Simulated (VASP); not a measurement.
# InSe (C2/m) in VASP: notebook, part 2 of 2

VASP 6.6.1. The steps go on from the part before.

## 3. Single point, PBE

Input file INCAR:

```
PREC = Accurate
ENCUT = 520
EDIFF = 1E-7
ISMEAR = 0
SIGMA = 0.2
LREAL = False
LASPH = True
NELM = 100
ALGO = Normal
ISIF = 2
LWAVE = False
LCHARG = True
GGA = PE
LELF = True
LVHAR = True
NBANDS = 27
```

Input file KPOINTS:

```
Automatic mesh
0
Gamma
  4 4 4
```

Input file POSCAR:

```
InSe
1.0
    5.8791298263     -2.0549041872      0.0681376718
    5.8791298263      2.0549041872      0.0681376718
   -1.6833233609      0.0000000000      4.3858890753
In Se
2 2
Direct
    0.1131987521      0.1131987521      0.9651310488
    0.8868012479      0.8868012479      0.0348689512
    0.3425800535      0.3425800535      0.3509438152
    0.6574199465      0.6574199465      0.6490561848
```

Potentials or basis: VASP PAW PBE potentials, release 64 (In_d, Se).

Run with:

```console
$ cat potpaw_PBE.64/In_d/POTCAR potpaw_PBE.64/Se/POTCAR > POTCAR
$ mpirun -np 1 vasp_std > vasp.out
```

OUTCAR:

```text
PREC = Accurate
   ENCUT = 520
   EDIFF = 1E-7
   ISMEAR = 0
   LREAL = False
   LASPH = True
   NELM = 100
   ISIF = 2
   GGA = PE

 ion  position               nearest neighbor table
   1  0.113  0.113  0.965-   3 2.68   4 2.69   4 2.69   2 2.79   2 3.73   2 3.73
   2  0.887  0.887  0.035-   4 2.68   3 2.69   3 2.69   1 2.79   1 3.73   1 3.73
   3  0.343  0.343  0.351-   1 2.68   2 2.69   2 2.69
   4  0.657  0.657  0.649-   2 2.68   1 2.69   1 2.69

  LATTYP: Found a base centered monoclinic cell.
 ALAT       =    11.7590493250
 B/A-ratio  =     0.3495017548
 C/A-ratio  =     0.3995075802
 COS(beta)  =    -0.3474758735

  Lattice vectors:

 A1 = (   5.8791298263,  -2.0549041872,   0.0681376718)
 A2 = (   5.8791298263,   2.0549041872,   0.0681376718)
 A3 = (  -1.6833233609,   0.0000000000,   4.3858890753)

Analysis of symmetry for initial positions (statically):
=====================================================================
 Subroutine PRICEL returns:
[... 171 lines left out ...]
  free energy    TOTEN  =       -14.01086415 eV

  energy without entropy =      -14.01086360  energy(sigma->0) =      -14.01086387

 E-fermi :   5.0958     XC(G=0):  -9.4665

 val. band max:        4.4756043417   @ k =  -0.2500  -0.2500   0.2500
 cond. band min:       5.6884880587   @ k =   0.0000   0.0000   0.5000
 fundamental gap:      1.2128837170
 Fermi energy:         5.0958248680

 k-point     1 :       0.0000    0.0000    0.0000
  band No.  band energies     occupation
      1      -9.9218      2.00000
      2      -9.8211      2.00000
      3      -9.6098      2.00000
      4      -9.5918      2.00000
      5      -9.5546      2.00000
      6      -9.5506      2.00000
[... 709 lines left out ...]
     26      11.9132      0.00000
     27      12.6082      0.00000

------------------------ aborting loop because EDIFF is reached ----------------------------------------

  FORCE on cell =-STRESS in cart. coord.  units (eV):
  Direction    XX          YY          ZZ          XY          YZ          ZX
  --------------------------------------------------------------------------------------
  -------------------------------------------------------------------------------------
  Total        1.6284327      1.9152749      1.5527132      0.0000000      0.0000000      0.0236017
  in kB       24.5109756     28.8284896     23.3712533      0.0000000      0.0000000      0.3552494
  external PRESSURE =      25.5702395 kB  Pullay stress =       0.0000000 kB

 VOLUME and BASIS-vectors are now :
 -----------------------------------------------------------------------------
  energy-cutoff  :      520.00
  volume of cell :      106.44
      direct lattice vectors                 reciprocal lattice vectors
     5.879129826 -2.054904187  0.068137672     0.084669971 -0.243320347  0.032496704
     5.879129826  2.054904187  0.068137672     0.084669971  0.243320347  0.032496704
    -1.683323361  0.000000000  4.385889075    -0.002630807  0.000000000  0.226994227

 POSITION                                       TOTAL-FORCE (eV/Angst)
 -----------------------------------------------------------------------------------
     -0.29361      0.00000      4.24838        -0.063660      0.000000      0.024360
     10.36854      0.00000      0.27378         0.063660      0.000000     -0.024360
      3.43739      0.00000      1.58589         0.021943      0.000000      0.256606
      6.63754      0.00000      2.93628        -0.021943      0.000000     -0.256606
 -----------------------------------------------------------------------------------
    total drift:                                0.000000      0.000000      0.000000

  FREE ENERGIE OF THE ION-ELECTRON SYSTEM (eV)
  ---------------------------------------------------
  free  energy   TOTEN  =       -14.0108641533 eV

  energy  without entropy=      -14.0108635961  energy(sigma->0) =      -14.01086387
```

OSZICAR:

```text
N       E                     dE             d eps       ncg     rms          rms(c)
DAV:   1     0.334439329042E+03    0.33444E+03   -0.17588E+04  1296   0.161E+03
DAV:   2     0.251926415706E+02   -0.30925E+03   -0.30023E+03  1305   0.391E+02
DAV:   3    -0.128591773698E+02   -0.38052E+02   -0.37490E+02  1677   0.145E+02
DAV:   4    -0.144265926335E+02   -0.15674E+01   -0.15631E+01  1584   0.298E+01
DAV:   5    -0.144788232990E+02   -0.52231E-01   -0.52224E-01  1858   0.547E+00    0.637E+00
DAV:   6    -0.140287414211E+02    0.45008E+00   -0.84374E-01  1819   0.148E+01    0.389E+00
DAV:   7    -0.140112738610E+02    0.17468E-01   -0.36079E-01  1982   0.442E+00    0.121E+00
DAV:   8    -0.140100826951E+02    0.11912E-02   -0.40241E-02  1935   0.219E+00    0.549E-01
DAV:   9    -0.140108192812E+02   -0.73659E-03   -0.55761E-03  1837   0.780E-01    0.193E-01
DAV:  10    -0.140108195618E+02   -0.28053E-06   -0.45076E-04  1598   0.171E-01    0.104E-01
DAV:  11    -0.140108683757E+02   -0.48814E-04   -0.19225E-04  1579   0.144E-01    0.326E-02
DAV:  12    -0.140108638676E+02    0.45080E-05   -0.23852E-05  1680   0.422E-02    0.188E-02
DAV:  13    -0.140108640402E+02   -0.17253E-06   -0.47244E-06  1878   0.142E-02    0.980E-03
DAV:  14    -0.140108642748E+02   -0.23465E-06   -0.10997E-06  1402   0.110E-02    0.288E-03
DAV:  15    -0.140108641548E+02    0.12005E-06   -0.11580E-07  1223   0.225E-03    0.617E-04
DAV:  16    -0.140108641533E+02    0.14893E-08   -0.94620E-09   738   0.740E-04
   1 F= -.14010864E+02 E0= -.14010864E+02  d E =-.557177E-06
```

It took 3 min on 1 thread of AMD EPYC 7R13, shared host; peak memory 0.27 GiB.

What came out:

```yaml
Free_energy: -14.0109 eV
Pressure: 2.6 GPa
Largest_force: 0.258 eV/Å
Band_gap_on_the_k_mesh: 1.21 eV (least direct gap 1.25 eV)
```

Forces in eV/Å, atoms in the order of the input:
```
In  -0.064  0.000  0.024
In   0.064  0.000 -0.024
Se   0.022  0.000  0.257
Se  -0.022  0.000 -0.257
```

Stress tensor (GPa, compression positive):
```
2.45 0.00 0.04
0.00 2.88 0.00
0.04 0.00 2.34
```

Caveat: spin-orbit coupling is left out, which moves the levels of the heavy elements. A k mesh can miss the band edges.

## 4. Single point, PBE

Input file INCAR:

```
PREC     = Accurate       # precision mode
ENCUT    = 520            # plane-wave cutoff, eV
EDIFF    = 1E-6           # SCF threshold, eV
ISMEAR   = 0              # smearing method
SIGMA    = 0.01           # smearing width, eV
LREAL    = False          # projectors in reciprocal space
LASPH    = True           # aspherical terms in the spheres
NELM     = 80             # most SCF steps
ALGO     = Normal         # electronic algorithm
ISIF     = 2              # what is computed and relaxed
LWAVE    = False          # write WAVECAR
LCHARG   = False          # write CHGCAR
GGA      = PE             # functional
NBANDS   = 27             # bands
```

Input file KPOINTS:

```
regular mesh
0
Gamma
  4 4 4
```

POSCAR is that of step 3.

Run with:

```console
$ cat potpaw_PBE.64/In_d/POTCAR potpaw_PBE.64/Se/POTCAR > POTCAR
$ mpirun -np 1 vasp_std > vasp.out
```

Run time: 2.5 min. Hardware: 1 thread of AMD EPYC 7R13, shared host; peak memory 0.27 GiB.

The run converged. Its results:

- Free energy: -14.0109 eV
- Pressure: 2.6 GPa
- Largest force: 0.258 eV/Å
- Band gap on the k mesh: 1.21 eV (least direct gap 1.25 eV)

Forces in eV/Å, atoms in the order of the input:
```
In  -0.064  0.000  0.024
In   0.064  0.000 -0.024
Se   0.022  0.000  0.257
Se  -0.022  0.000 -0.257
```

Stress tensor (GPa, compression positive):
```
2.47 0.00 0.04
0.00 2.90 0.00
0.04 0.00 2.36
```

Levels at points of the mesh, in eV from the valence-band top:
```tsv
k point	band 15	band 16	band 17	band 18	band 19	band 20	band 21	band 22	band 23	band 24
(0.00, 0.00, 0.00)	-3.50	-2.28	-2.01	-1.44	-1.13	2.92	3.50	4.09	5.16	5.59
(0.50, 0.00, 0.00)	-2.24	-1.89	-1.49	-1.20	-1.06	1.89	2.67	3.63	3.79	4.66
(0.50, 0.50, 0.00)	-2.45	-2.24	-0.96	-0.59	-0.06	1.41	2.94	3.13	4.49	6.03
(0.00, 0.00, 0.50)	-1.90	-1.62	-1.39	-0.97	-0.04	1.21	2.50	3.73	3.81	6.10
(0.50, 0.00, 0.50)	-3.53	-3.02	-2.26	-2.13	-1.44	2.44	3.42	4.31	4.80	6.87
(0.50, 0.50, 0.50)	-2.24	-1.43	-1.26	-0.80	-0.25	2.36	3.28	3.40	4.47	5.41
```

Caveat: spin-orbit coupling is left out, which moves the levels of the heavy elements.
